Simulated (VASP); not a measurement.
# Pb (Im-3m) in VASP: a series of runs

Runs on Pb. Level: PBEsol. Tasks: single point.

Program: VASP 6.6.1. These are calculated values, not measurements. Logs are shortened: lines on timing, memory, paths and dates and some standing lists are left out, and cuts for length are marked.

## 1. The cell of the first run

It takes space group Im-3m (No. 229, cubic). Conventional cell: a = 3.959 Å, b = 3.959 Å, c = 3.959 Å, α = 90.00°, β = 90.00°, γ = 90.00°. Pb (site symmetry m-3m) has 14 Pb at 3.43 to 3.96 Å within 4.5 Å.

## 2. Single point, PBEsol

Contents of INCAR:

```
ALGO     = Fast           # electronic algorithm
EDIFF    = 1E-6           # SCF threshold, eV
ENCUT    = 520            # plane-wave cutoff, eV
GGA      = PS             # functional
ISIF     = 2              # what is computed and relaxed
ISMEAR   = -1             # smearing method
LASPH    = T              # aspherical terms in the spheres
LCHARG   = F              # write CHGCAR
LREAL    = F              # projectors in reciprocal space
LWAVE    = F              # write WAVECAR
NBANDS   = 13             # bands
NELM     = 60             # most SCF steps
PREC     = Accurate       # precision mode
SIGMA    = 0.05           # smearing width, eV
```

Contents of KPOINTS:

```
k-points
0
Gamma
  7 7 7
```

Contents of POSCAR:

```
Pb
1.0
   -1.9796595667      1.9796595667      1.9796595667
    1.9796595667     -1.9796595667      1.9796595667
    1.9796595667      1.9796595667     -1.9796595667
Pb
1
Direct
    0.0000000000      0.0000000000      0.0000000000
```

Potentials or basis: VASP PAW PBE potentials, release 64 (Pb_d).

Command:

```
> cat potpaw_PBE.64/Pb_d/POTCAR > POTCAR
> mpirun -np 1 vasp_std > vasp.out
```

OUTCAR:

```text
EDIFF = 1E-6
   ENCUT = 520
   GGA = PS
   ISIF = 2
   ISMEAR = -1
   LASPH = T
   LREAL = F
   NELM = 60
   PREC = Accurate

 ion  position               nearest neighbor table
   1  0.000  0.000  0.000-

  LATTYP: Found a body centered cubic cell.
 ALAT       =     3.9593191334

  Lattice vectors:

 A1 = (  -1.9796595667,   1.9796595667,   1.9796595667)
 A2 = (   1.9796595667,  -1.9796595667,   1.9796595667)
 A3 = (   1.9796595667,   1.9796595667,  -1.9796595667)

Analysis of symmetry for initial positions (statically):
=====================================================================
 Subroutine PRICEL returns:
 Original cell was already a primitive cell.

 Routine SETGRP: Setting up the symmetry group for a
 body centered cubic supercell.

 Subroutine GETGRP returns: Found 48 space group operations
 (whereof 48 operations were pure point group operations)
 out of a pool of 48 trial point group operations.

The static configuration has the point symmetry O_h .

Analysis of symmetry for dynamics (positions and initial velocities):
=====================================================================
 Subroutine PRICEL returns:
 Original cell was already a primitive cell.

 Routine SETGRP: Setting up the symmetry group for a
 body centered cubic supercell.

 Subroutine GETGRP returns: Found 48 space group operations
 (whereof 48 operations were pure point group operations)
 out of a pool of 48 trial point group operations.

The dynamic configuration has the point symmetry O_h .

 Subroutine INISYM returns: Found 48 space group operations
 (whereof 48 operations are pure point group operations),
 and found     1 'primitive' translations

----------------------------------------------------------------------------------------

                                     Primitive cell

  volume of cell :      31.0336

  direct lattice vectors                    reciprocal lattice vectors
    -1.979659567  1.979659567  1.979659567     0.000000000  0.252568678  0.252568678
     1.979659567 -1.979659567  1.979659567     0.252568678  0.000000000  0.252568678
     1.979659567  1.979659567 -1.979659567     0.252568678  0.252568678  0.000000000

  length of vectors
     3.428870951  3.428870951  3.428870951     0.357186050  0.357186050  0.357186050

  position of ions in fractional coordinates (direct lattice)
     0.000000000  0.000000000  0.000000000

  ion indices of the primitive-cell ions
   primitive index   ion index
                 1           1

----------------------------------------------------------------------------------------

 KPOINTS: k-points

Automatic generation of k-mesh.
 Grid dimensions read from file:
 generate k-points for:    7    7    7

 Generating k-lattice:

  Cartesian coordinates                     Fractional coordinates (reciprocal lattice)
     0.000000000  0.036081240  0.036081240     0.142857143  0.000000000  0.000000000
     0.036081240  0.000000000  0.036081240     0.000000000  0.142857143  0.000000000
     0.036081240  0.036081240  0.000000000     0.000000000  0.000000000  0.142857143

  Length of vectors
     0.051026579  0.051026579  0.051026579

  Shift w.r.t. Gamma in fractional coordinates (k-lattice)
     0.000000000  0.000000000  0.000000000

 Subroutine IBZKPT returns following result:
 ===========================================

 Found     20 irreducible k-points:

 Following reciprocal coordinates:
            Coordinates               Weight
  0.000000  0.000000  0.000000      1.000000
  0.142857  0.000000  0.000000     12.000000
  0.285714  0.000000  0.000000     12.000000
  0.428571  0.000000  0.000000     12.000000
  0.142857  0.142857  0.000000     24.000000
  0.285714  0.142857 -0.000000     48.000000
[... 12 lines left out ...]
 -0.428571 -0.428571  0.285714      8.000000
 -0.428571  0.428571  0.428571      6.000000
   k-points           NKPTS =     20   k-points in BZ     NKDIM =     20   number of bands    NBANDS=     13
   number of dos      NEDOS =    301   number of ions     NIONS =      1
   total plane-waves  NPLWV =  21952
   dimension x,y,z NGX =    28 NGY =   28 NGZ =   28
   dimension x,y,z NGXF=    56 NGYF=   56 NGZF=   56
   ions per type =               1
   NGX,Y,Z   is equivalent  to a cutoff of  13.58, 13.58, 13.58 a.u.
   NGXF,Y,Z  is equivalent  to a cutoff of  27.15, 27.15, 27.15 a.u.
 SYSTEM =  unknown system
   PREC   = accura    normal or accurate (medium, high low for compatibility)
   ISTART =      0    job   : 0-new  1-cont  2-samecut
   ICHARG =      2    charge: 1-file 2-atom 10-const
   ISPIN  =      1    spin polarized calculation?
   LNONCOLLINEAR =      F non collinear calculations
   LSORBIT =      F    spin-orbit coupling
   LASPH  =      T    aspherical Exc in radial PAW
   ENCUT  =  520.0 eV  38.22 Ry    6.18 a.u.   6.38  6.38  6.38*2*pi/ulx,y,z
   NELM   =     60;   NELMIN=  2; NELMDL= -5     # of ELM steps
   EDIFF  = 0.1E-05   stopping-criterion for ELM
   LREAL  =      F    real-space projection
   EDIFFG = 0.1E-04   stopping-criterion for IOM
   NSW    =      0    number of steps for IOM
   IBRION =     -1    ionic relax: 0-MD 1-quasi-New 2-CG
   NFREE  =      0    steps in history (QN), initial steepest desc. (CG)
   ISIF   =      2    stress and relaxation
   ISYM   =      2    0-nonsym 1-usesym 2-fastsym
   POTIM  = 0.5000    time-step for ionic-motion
   TEBEG  =    0.0;   TEEND  =   0.0 temperature during run
   PSTRESS=    0.0 pullay stress
   NELECT =      14.0000    total number of electrons
   NUPDOWN=      -1.0000    fix difference up-down
   EMIN   =  10.00;   EMAX   =-10.00  energy-range for DOS
   EFERMI =   0.00;   METHOD = LEGACY
   ISMEAR =    -1;   SIGMA  =   0.05  broadening in eV -4-tet -1-fermi 0-gaus
   EFERMI_NEDOS =   21; number of points for ismear=-14 and -15
   IALGO  =     68    algorithm
   IMIX   =      4    mixing-type and parameters
     AMIX     =   0.40;   BMIX     =  1.00
     AMIX_MAG =   1.60;   BMIX_MAG =  1.00
  volume/ion in A,a.u.               =      31.03       209.42
  Fermi-wavevector in a.u.,A,eV,Ry     =   1.255568  2.372680 21.448927  1.576452
  Thomas-Fermi vector in A             =   2.389319
   LORBIT       =      0    0 simple, 1 ext, 2 COOP (PROOUT), +10 PAW based schemes
   GGA     = PS    functional components
   LHFCALC =     F    Hartree Fock is set to
   AEXX    =    0.0000 exact exchange contribution
   IVDW    =     0    specifies the selected vdW correction
   LEPSILON=     F    determine dielectric tensor
   LRPA    =     F    only Hartree local field effects (RPA)
 non-spin polarized calculation
 RMM-DIIS sequential band-by-band and
  energy-cutoff  :      520.00
  volume of cell :       31.03
 maximum number of plane-waves:       887
 NGX is ok and might be reduce to    28
   NGX = 13   NGY = 13   NGZ = 13

 number of electron      14.0000002 magnetization

 Free energy of the ion-electron system (eV)
  ---------------------------------------------------
  ext. energy  EPLUGINS =         0.00000000
  ---------------------------------------------------
  free energy    TOTEN  =        -3.98119392 eV

  energy without entropy =       -3.97810427  energy(sigma->0) =       -3.97964910

 E-fermi :   6.9134     XC(G=0): -10.2342

 val. band max:        6.8599429167   @ k =   0.2857   0.0000   0.0000
 cond. band min:       7.1160958513   @ k =  -0.2857   0.2857   0.1429
 fundamental gap:      0.2561529346
 Fermi energy:         6.9133934978

 k-point     1 :       0.0000    0.0000    0.0000
  band No.  band energies     occupation
      1     -10.1930      2.00000
      2     -10.1930      2.00000
      3     -10.1930      2.00000
      4      -9.9673      2.00000
      5      -9.9673      2.00000
      6      -4.7735      2.00000
      7      14.2771      0.00000
      8      14.2771      0.00000
      9      14.2771      0.00000
     10      17.9168      0.00000
     11      17.9168      0.00000
     12      17.9168      0.00000
     13      18.3448      0.00000

 k-point     2 :       0.1429    0.0000    0.0000
  band No.  band energies     occupation
      1     -10.2081      2.00000
      2     -10.1759      2.00000
      3     -10.1266      2.00000
      4      -9.9829      2.00000
      5      -9.9686      2.00000
      6      -4.3678      2.00000
      7      11.1234      0.00000
      8      13.1319      0.00000
      9      13.7624      0.00000
     10      16.2528      0.00000
     11      17.0993      0.00000
     12      17.7839      0.00000
     13      19.8306      0.00000

 k-point     3 :       0.2857    0.0000    0.0000
  band No.  band energies     occupation
      1     -10.2418      2.00000
      2     -10.1643      2.00000
      3      -9.9982      2.00000
      4      -9.9732      2.00000
      5      -9.9716      2.00000
      6      -3.1700      2.00000
      7       6.8599      1.48882
      8      11.4069      0.00000
      9      12.7112      0.00000
     10      14.9414      0.00000
     11      16.2036      0.00000
     12      18.6979      0.00000
     13      20.5550      0.00000
[... 241 lines left out ...]
 k-point    19 :      -0.4286   -0.4286    0.2857
  band No.  band energies     occupation
      1     -10.1856      2.00000
      2     -10.1856      2.00000
      3      -9.9977      2.00000
      4      -9.8777      2.00000
      5      -9.8777      2.00000
      6       0.6017      2.00000
      7       5.6541      2.00000
      8       5.6541      2.00000
      9       8.9128      0.00000
     10      13.2271      0.00000
     11      13.2271      0.00000
     12      20.1445      0.00000
     13      23.7322      0.00000

 k-point    20 :      -0.4286    0.4286    0.4286
  band No.  band energies     occupation
      1     -10.2301      2.00000
      2     -10.2161      2.00000
      3      -9.8843      2.00000
      4      -9.8843      2.00000
      5      -9.8778      2.00000
      6       1.0725      2.00000
      7       6.3201      1.99999
      8       6.7374      1.94253
      9       6.7374      1.94253
     10      11.5315      0.00000
     11      12.5831      0.00000
     12      22.8743      0.00000
     13      24.7628      0.00000

------------------------ aborting loop because EDIFF is reached ----------------------------------------

  FORCE on cell =-STRESS in cart. coord.  units (eV):
  Direction    XX          YY          ZZ          XY          YZ          ZX
  --------------------------------------------------------------------------------------
  -------------------------------------------------------------------------------------
  Total       -0.4337646     -0.4337646     -0.4337646     -0.0000000     -0.0000000      0.0000000
  in kB      -22.3940788    -22.3940788    -22.3940788     -0.0000000     -0.0000000      0.0000000
  external PRESSURE =     -22.3940788 kB  Pullay stress =       0.0000000 kB

 VOLUME and BASIS-vectors are now :
 -----------------------------------------------------------------------------
  energy-cutoff  :      520.00
  volume of cell :       31.03
      direct lattice vectors                 reciprocal lattice vectors
    -1.979659567  1.979659567  1.979659567     0.000000000  0.252568678  0.252568678
     1.979659567 -1.979659567  1.979659567     0.252568678  0.000000000  0.252568678
     1.979659567  1.979659567 -1.979659567     0.252568678  0.252568678  0.000000000

 POSITION                                       TOTAL-FORCE (eV/Angst)
 -----------------------------------------------------------------------------------
      0.00000      0.00000      0.00000        -0.000000     -0.000000      0.000000
 -----------------------------------------------------------------------------------
    total drift:                               -0.000000     -0.000000     -0.000000

  FREE ENERGIE OF THE ION-ELECTRON SYSTEM (eV)
  ---------------------------------------------------
  free  energy   TOTEN  =        -3.9811939190 eV

  energy  without entropy=       -3.9781042746  energy(sigma->0) =       -3.97964910
```

Run time: 6.4 s. Hardware: 1 thread of Intel Xeon Platinum 8488C (Sapphire Rapids), shared host; peak memory 0.15 GiB.

What came out:

```
Free energy            : -3.9812 eV
Pressure               : -2.2 GPa
Band gap on the k mesh : zero (band 7 reaches 14.28 eV, above the bottom of band 8 at 5.19 eV)
```

Levels at points of the mesh, in eV from the Fermi level:
```
           k point  band 4  band 5  band 6  band 7  band 8  band 9  band 10  band 11
(0.00, 0.00, 0.00)  -16.88  -16.88  -11.69    7.36    7.36    7.36    11.00    11.00
```

Caveat: the PAW data sets were made with another functional, which shifts forces and pressure a little; spin-orbit coupling is left out, which moves the levels of the heavy elements.

[end of part 1 of 2]
